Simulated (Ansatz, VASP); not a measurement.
## HfB2: VASP beside Ansatz

INCAR

```
SYSTEM = HfB2
  PREC = Accurate
  ENCUT = 520
  EDIFF = 1E-8
  ISMEAR = -1
  SIGMA = 0.05
  LREAL = .FALSE.
  LASPH = .TRUE.
  NELM = 60
  ALGO = Normal
  ISIF = 2
  LWAVE = .FALSE.
  LCHARG = .FALSE.
  GGA = PS
  LEFG = .TRUE.
  NBANDS = 15
```

The input KPOINTS:

```
regular mesh
0
G
  13 13 11
  0 0 0
```

File POSCAR:

```
HfB2
1.0
    3.2015843649      0.0000000000      0.0000000000
   -1.6007921825      2.7726533923      0.0000000000
    0.0000000000      0.0000000000      3.5482526220
Hf B
1 2
Direct
    0.0000000000      0.0000000000      0.0000000000
    0.3333333333      0.6666666667      0.5000000000
    0.6666666667      0.3333333333      0.5000000000
```

Input for Ansatz:

```yaml
crystal:
  lattice:
    - [3.2015843649, 0.0, 0.0]
    - [-1.6007921825, 2.7726533923, 0.0]
    - [0.0, 0.0, 3.548252622]
  atoms:
    - { symbol: Hf, position: [0.0, 0.0, 0.0] }
    - { symbol: B, position: [0.3333333333, 0.6666666667, 0.5] }
    - { symbol: B, position: [0.6666666667, 0.3333333333, 0.5] }
kpoints:
  mp_grid: { grid: [13, 13, 11] }
scf:
  occupations: { method: fermi_dirac, width: 0.05 }
hamiltonian:
  xc: pbesol
  pseudopotentials: { kind: all_electron, datasets: crystal }
output:
  forces: true
  stress: true
  eigenvalues: true
  efg: { contact_densities: true }
```

Change from the starting cell: volume scaled by 1.06, crystal datasets.

Alike in both runs: task electric field gradients; functional PBEsol; k mesh 13 × 13 × 11; occupations fermi-dirac, width 0.05 eV; no spin polarisation.

```csv
,VASP,Ansatz
version,VASP 6.6.1,Ansatz 0.2.0
potentials or method,"VASP PAW PBE potentials, release 64 (Hf_pv, B), cutoff 520 eV","all-electron PAW with datasets made for the crystal, scalar-relativistic"
```

```tsv
	VASP	Ansatz	Ansatz less VASP
pressure (GPa)	-17.4	-17.0	+0.32
traceless stress, the component that is largest in VASP (GPa)	0.37	0.36	-0.017
size of Vzz on the site where it differs most (V/Å²)	77.5	109.6	+32.09
```

VASP's potentials were made for PBE, not for PBEsol. Ansatz ran all-electron here, and VASP with PAW potentials.

Spin-orbit coupling is off throughout.
